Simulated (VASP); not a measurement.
The system is Ba.

```
Ba
1.0
    -2.51250    2.51250    2.51250
     2.51250   -2.51250    2.51250
     2.51250    2.51250   -2.51250
Ba
1
Direct
  0.00000 0.00000 0.00000
```

```yaml
Program: VASP 6.6.1
Task: relaxation of cell and atoms
Functional: PBEsol
Potentials_or_basis: VASP PAW PBE potentials, release 64 (Ba_sv)
Cutoff: 600 eV
k_mesh: 12 × 12 × 12
Occupations: gaussian, width 0.1 eV
Spin: no spin polarisation
```

At the start: pressure -0.7 GPa; volume 63.44 Å³/atom.

Problem. How do energy, volume and symmetry change on relaxing?

Solution. Over 5 steps the energy falls by 10.7 meV/atom and the volume is 58.54 Å³/atom (-7.7 %); space group Im-3m (No. 229, to 0.1 Å) before and after.

Step by step:
```tsv
step	energy change (eV)	largest force (eV/Å)	pressure (GPa)	volume (Å³)
1	0.0000	0.0000	-0.66	63.44
2	-0.0077	0.0000	-0.38	61.06
3	-0.0106	0.0000	0.07	57.99
4	-0.0107	0.0000	0.01	58.42
5	-0.0107	0.0000	-0.01	58.54
```

Final structure:
```
Ba
1.0
    -2.44600    2.44600    2.44600
     2.44600   -2.44600    2.44600
     2.44600    2.44600   -2.44600
Ba
1
Cartesian
  0.0000 0.0000 0.0000
```

Caveat: the PAW data sets were made with another functional, which shifts forces and pressure a little.
